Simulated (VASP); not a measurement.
# Pt (I4/mmm) in VASP: notebook

Pt is run at these levels: r2SCAN; tasks: single point.

Program: VASP 6.6.1. These are calculated values, not measurements. Logs are shortened: lines on timing, memory, paths and dates and some standing lists are left out, and cuts for length are marked.

**1. The cell of the first run**

It takes space group I4/mmm (No. 139, tetragonal). Conventional cell: a = 3.092 Å, b = 3.092 Å, c = 3.045 Å, α = 90.00°, β = 90.00°, γ = 90.00°. Pt (site symmetry 4/mmm) has 14 Pt at 2.66 to 3.09 Å within 3.5 Å.

**2. Single point, r2SCAN (strain -0.015 along x and y, -0.030 along z)**

POSCAR

```
Pt
1.0
   -1.5459440954      1.5459440954      1.5224017996
    1.5459440954     -1.5459440954      1.5224017996
    1.5459440954      1.5459440954     -1.5224017996
Pt
1
Direct
    0.0000000000      0.0000000000      0.0000000000
```

INCAR.step1

```
ALGO = Normal ; EDIFF = 1E-4
ENCUT = 520 ; GGA = PE
ISMEAR = 0 ; LASPH = True
LCHARG = False ; LREAL = False
LWAVE = True ; NBANDS = 11
NELM = 80 ; PREC = Accurate
SIGMA = 0.15
```

INCAR.step2

```
ALGO = Normal ; EDIFF = 1E-6
ENCUT = 520 ; ISIF = 2
ISMEAR = 0 ; ISTART = 1
LASPH = True ; LCHARG = True
LELF = True ; LMIXTAU = True
LREAL = False ; LVHAR = True
LWAVE = False ; METAGGA = R2SCAN
NBANDS = 11 ; NELM = 80
PREC = Accurate ; SIGMA = 0.15
```

KPOINTS

```
k-points
0
Gamma
  26 26 26
```

Potentials or basis: VASP PAW PBE potentials, release 64 (Pt).

Command:

```console
$ cat potpaw_PBE.64/Pt/POTCAR > POTCAR
$ cp INCAR.step1 INCAR
$ mpirun -np 1 vasp_std > vasp.out
$ cp INCAR.step2 INCAR
$ mpirun -np 1 vasp_std > vasp.out
```

OUTCAR:

```text
EDIFF = 1E-6
   ENCUT = 520
   ISIF = 2
   ISMEAR = 0
   ISTART = 1
   LASPH = True
   LREAL = False
   METAGGA = R2SCAN
   NELM = 80
   PREC = Accurate

 ion  position               nearest neighbor table
   1  0.000  0.000  0.000-

  LATTYP: Found a body centered tetragonal cell.
 ALAT       =     3.0918881908
 C/A-ratio  =     0.9847715736

  Lattice vectors:

 A1 = (  -1.5459440954,   1.5459440954,   1.5224017996)
 A2 = (   1.5459440954,  -1.5459440954,   1.5224017996)
 A3 = (   1.5459440954,   1.5459440954,  -1.5224017996)

Analysis of symmetry for initial positions (statically):
=====================================================================
 Subroutine PRICEL returns:
 Original cell was already a primitive cell.

 Routine SETGRP: Setting up the symmetry group for a
 body centered tetragonal supercell.

 Subroutine GETGRP returns: Found 16 space group operations
 (whereof 16 operations were pure point group operations)
 out of a pool of 16 trial point group operations.

The static configuration has the point symmetry D_4h.

Analysis of symmetry for dynamics (positions and initial velocities):
=====================================================================
 Subroutine PRICEL returns:
 Original cell was already a primitive cell.

 Routine SETGRP: Setting up the symmetry group for a
 body centered tetragonal supercell.

 Subroutine GETGRP returns: Found 16 space group operations
 (whereof 16 operations were pure point group operations)
 out of a pool of 16 trial point group operations.

The dynamic configuration has the point symmetry D_4h.

 Subroutine INISYM returns: Found 16 space group operations
 (whereof 16 operations are pure point group operations),
 and found     1 'primitive' translations

----------------------------------------------------------------------------------------

                                     Primitive cell

  volume of cell :      14.5538

  direct lattice vectors                    reciprocal lattice vectors
    -1.545944095  1.545944095  1.522401800     0.000000000  0.323426961  0.328428408
     1.545944095 -1.545944095  1.522401800     0.323426961  0.000000000  0.328428408
     1.545944095  1.545944095 -1.522401800     0.323426961  0.323426961  0.000000000

  length of vectors
     2.664130915  2.664130915  2.664130915     0.460944919  0.460944919  0.457394794

  position of ions in fractional coordinates (direct lattice)
     0.000000000  0.000000000  0.000000000

  ion indices of the primitive-cell ions
   primitive index   ion index
                 1           1

----------------------------------------------------------------------------------------

 KPOINTS: k-points

Automatic generation of k-mesh.
 Grid dimensions read from file:
 generate k-points for:   26   26   26

 Generating k-lattice:

  Cartesian coordinates                     Fractional coordinates (reciprocal lattice)
     0.000000000  0.012439498  0.012631862     0.038461538  0.000000000  0.000000000
     0.012439498  0.000000000  0.012631862     0.000000000  0.038461538  0.000000000
     0.012439498  0.012439498  0.000000000     0.000000000  0.000000000  0.038461538

  Length of vectors
     0.017728651  0.017728651  0.017592107

  Shift w.r.t. Gamma in fractional coordinates (k-lattice)
     0.000000000  0.000000000  0.000000000

 Subroutine IBZKPT returns following result:
 ===========================================

 Found   1330 irreducible k-points:

 Following reciprocal coordinates:
            Coordinates               Weight
  0.000000  0.000000  0.000000      1.000000
  0.038462 -0.000000  0.000000      8.000000
  0.076923 -0.000000  0.000000      8.000000
  0.115385  0.000000  0.000000      8.000000
  0.153846 -0.000000  0.000000      8.000000
  0.192308  0.000000  0.000000      8.000000
[... 16 lines left out ...]
  0.346154  0.038462  0.000000     16.000000
  0.384615  0.038462  0.000000     16.000000
 [... further k-points ...]
   k-points           NKPTS =   1330   k-points in BZ     NKDIM =   1330   number of bands    NBANDS=     11
   number of dos      NEDOS =    301   number of ions     NIONS =      1
   total plane-waves  NPLWV =   8000
   dimension x,y,z NGX =    20 NGY =   20 NGZ =   20
   dimension x,y,z NGXF=    40 NGYF=   40 NGZF=   40
   ions per type =               1
   NGX,Y,Z   is equivalent  to a cutoff of  12.48, 12.48, 12.48 a.u.
   NGXF,Y,Z  is equivalent  to a cutoff of  24.96, 24.96, 24.96 a.u.
 SYSTEM =  unknown system
   PREC   = accura    normal or accurate (medium, high low for compatibility)
   ISTART =      1    job   : 0-new  1-cont  2-samecut
   ICHARG =      0    charge: 1-file 2-atom 10-const
   ISPIN  =      1    spin polarized calculation?
   LNONCOLLINEAR =      F non collinear calculations
   LSORBIT =      F    spin-orbit coupling
   LASPH  =      T    aspherical Exc in radial PAW
   ENCUT  =  520.0 eV  38.22 Ry    6.18 a.u.   4.95  4.95  4.95*2*pi/ulx,y,z
   NELM   =     80;   NELMIN=  2; NELMDL=  0     # of ELM steps
   EDIFF  = 0.1E-05   stopping-criterion for ELM
   LREAL  =      F    real-space projection
   EDIFFG = 0.1E-04   stopping-criterion for IOM
   NSW    =      0    number of steps for IOM
   IBRION =     -1    ionic relax: 0-MD 1-quasi-New 2-CG
   NFREE  =      0    steps in history (QN), initial steepest desc. (CG)
   ISIF   =      2    stress and relaxation
   ISYM   =      2    0-nonsym 1-usesym 2-fastsym
   POTIM  = 0.5000    time-step for ionic-motion
   TEBEG  =    0.0;   TEEND  =   0.0 temperature during run
   PSTRESS=    0.0 pullay stress
   NELECT =      10.0000    total number of electrons
   NUPDOWN=      -1.0000    fix difference up-down
   EMIN   =  10.00;   EMAX   =-10.00  energy-range for DOS
   EFERMI =   0.00;   METHOD = LEGACY
   ISMEAR =     0;   SIGMA  =   0.15  broadening in eV -4-tet -1-fermi 0-gaus
   EFERMI_NEDOS =   21; number of points for ismear=-14 and -15
   IALGO  =     38    algorithm
   IMIX   =      4    mixing-type and parameters
     AMIX     =   0.40;   BMIX     =  1.00
     AMIX_MAG =   1.60;   BMIX_MAG =  1.00
  volume/ion in A,a.u.               =      14.55        98.21
  Fermi-wavevector in a.u.,A,eV,Ry     =   1.444605  2.729908 28.393788  2.086885
  Thomas-Fermi vector in A             =   2.562881
   LORBIT       =      0    0 simple, 1 ext, 2 COOP (PROOUT), +10 PAW based schemes
   METAGGA = R2SCAN    functional components
   LHFCALC =     F    Hartree Fock is set to
   AEXX    =    0.0000 exact exchange contribution
   IVDW    =     0    specifies the selected vdW correction
   LEPSILON=     F    determine dielectric tensor
   LRPA    =     F    only Hartree local field effects (RPA)
 non-spin polarized calculation
 Gauss-broadening in eV      SIGMA  =   0.15
  energy-cutoff  :      520.00
  volume of cell :       14.55
 maximum number of plane-waves:       408
   NGX =  9   NGY =  9   NGZ =  9

 number of electron      10.0000003 magnetization

 Free energy of the ion-electron system (eV)
  ---------------------------------------------------
  ext. energy  EPLUGINS =         0.00000000
  ---------------------------------------------------
  free energy    TOTEN  =       -51.36017092 eV

  energy without entropy =      -51.35249039  energy(sigma->0) =      -51.35633065

 E-fermi :  11.4966     XC(G=0): -14.8626

 val. band max:       11.4946587623   @ k =  -0.4231  -0.4615   0.4231
 cond. band min:      11.4997570267   @ k =  -0.3846  -0.4231   0.2308
 fundamental gap:      0.0050982644
 Fermi energy:        11.4966342182

 k-point     1 :       0.0000    0.0000    0.0000
  band No.  band energies     occupation
      1       0.8317      2.00000
      2       7.2916      2.00000
      3       7.4419      2.00000
      4       7.4419      2.00000
      5      10.1183      2.00000
      6      10.3106      2.00000
      7      29.4117      0.00000
      8      29.4117      0.00000
      9      29.7506      0.00000
     10      40.9406      0.00000
     11      41.1399      0.00000

 k-point     2 :       0.0385   -0.0000    0.0000
  band No.  band energies     occupation
      1       0.9005      2.00000
      2       7.2953      2.00000
      3       7.4412      2.00000
      4       7.4662      2.00000
      5      10.1104      2.00000
      6      10.2825      2.00000
      7      29.4730      0.00000
      8      29.5157      0.00000
      9      29.8023      0.00000
     10      39.7493      0.00000
     11      40.4342      0.00000

 k-point     3 :       0.0769   -0.0000    0.0000
  band No.  band energies     occupation
      1       1.1043      2.00000
      2       7.2392      2.00000
      3       7.4367      2.00000
      4       7.6073      2.00000
      5      10.0672      2.00000
      6      10.2304      2.00000
      7      29.6205      0.00000
      8      29.8239      0.00000
      9      29.9396      0.00000
     10      38.3272      0.00000
     11      39.2279      0.00000

 k-point     4 :       0.1154    0.0000    0.0000
  band No.  band energies     occupation
      1       1.4336      2.00000
      2       7.1148      2.00000
      3       7.4224      2.00000
      4       7.8776      2.00000
      5       9.9641      2.00000
      6      10.2129      2.00000
      7      29.7571      0.00000
      8      30.0811      0.00000
      9      30.3260      0.00000
     10      37.1389      0.00000
     11      37.8779      0.00000

 k-point     5 :       0.1538   -0.0000    0.0000
  band No.  band energies     occupation
      1       1.8700      2.00000
      2       6.9477      2.00000
      3       7.3961      2.00000
      4       8.2564      2.00000
      5       9.8502      2.00000
      6      10.2255      2.00000
      7      29.7532      0.00000
      8      30.0186      0.00000
      9      31.0056      0.00000
     10      36.3371      0.00000
     11      36.7214      0.00000
[... 211 lines left out ...]
 k-point    21 :       0.2692    0.0385    0.0000
  band No.  band energies     occupation
      1       3.6214      2.00000
      2       6.2575      2.00000
      3       7.6609      2.00000
      4       9.8138      2.00000
      5      10.3231      2.00000
      6      10.4355      2.00000
      7      25.9807      0.00000
      8      27.9111      0.00000
      9      33.1999      0.00000
     10      34.3417      0.00000
     11      37.0734      0.00000

 k-point    22 :       0.3077    0.0385    0.0000
  band No.  band energies     occupation
      1       3.8633      2.00000
      2       6.0780      2.00000
      3       8.1656      2.00000
      4       9.9352      2.00000
      5      10.5081      2.00000
      6      10.9964      2.00000
      7      24.2724      0.00000
      8      27.1990      0.00000
      9      31.9689      0.00000
     10      35.4253      0.00000
     11      37.3737      0.00000

 k-point    23 :       0.3462    0.0385    0.0000
  band No.  band energies     occupation
      1       3.9526      2.00000
      2       5.9250      2.00000
      3       8.8517      2.00000
      4      10.1033      2.00000
      5      10.5866      2.00000
      6      11.6592      0.12534
      7      22.5951      0.00000
      8      26.5716      0.00000
      9      30.7786      0.00000
     10      36.5060      0.00000
     11      37.6276      0.00000

 k-point    24 :       0.3846    0.0385    0.0000
  band No.  band energies     occupation
      1       3.9536      2.00000
      2       5.8050      2.00000
      3       9.5108      2.00000
      4      10.3325      2.00000
      5      10.7250      2.00000
      6      12.2657      0.00000
      7      21.0478      0.00000
      8      26.0711      0.00000
      9      29.7663      0.00000
     10      37.3583      0.00000
     11      37.8117      0.00000

 [... further k-points ...]

------------------------ aborting loop because EDIFF is reached ----------------------------------------

  FORCE on cell =-STRESS in cart. coord.  units (eV):
  Direction    XX          YY          ZZ          XY          YZ          ZX
  --------------------------------------------------------------------------------------
  -------------------------------------------------------------------------------------
  Total        1.8462100      1.8462100      1.6917568      0.0000000     -0.0000000     -0.0000000
  in kB      203.2426468    203.2426468    186.2394458      0.0000000     -0.0000000     -0.0000000
  external PRESSURE =     197.5749131 kB  Pullay stress =       0.0000000 kB

 VOLUME and BASIS-vectors are now :
 -----------------------------------------------------------------------------
  energy-cutoff  :      520.00
  volume of cell :       14.55
      direct lattice vectors                 reciprocal lattice vectors
    -1.545944095  1.545944095  1.522401800     0.000000000  0.323426961  0.328428408
     1.545944095 -1.545944095  1.522401800     0.323426961  0.000000000  0.328428408
     1.545944095  1.545944095 -1.522401800     0.323426961  0.323426961  0.000000000

 POSITION                                       TOTAL-FORCE (eV/Angst)
 -----------------------------------------------------------------------------------
      0.00000      0.00000      0.00000         0.000000      0.000000      0.000000
 -----------------------------------------------------------------------------------
    total drift:                                0.000000     -0.000000     -0.000000

  FREE ENERGIE OF THE ION-ELECTRON SYSTEM (eV)
  ---------------------------------------------------
  free  energy   TOTEN  =       -51.3601709231 eV

  energy  without entropy=      -51.3524903867  energy(sigma->0) =      -51.35633065
```

It took 9 min on 1 thread of AMD EPYC 7R13 (Zen 3), shared host; peak memory 0.28 GiB.

Results:

| Quantity | Value |
| --- | --- |
| Free energy | -51.3602 eV |
| Pressure | 19.8 GPa |
| Band gap on the k mesh | zero (bands 5 and 6 overlap by 2.65 eV) |

Stress tensor (GPa, compression positive):
```
20.32  0.00  0.00
 0.00 20.32  0.00
 0.00  0.00 18.62
```

Caveat: the cell differs from its parent crystal (strain -0.015 along x and y, -0.030 along z); the cell stands under pressure; the PAW data sets were made with another functional, which shifts forces and pressure a little; spin-orbit coupling is left out, which moves the levels of the heavy elements.

(Part 1 of 2 ends here.)
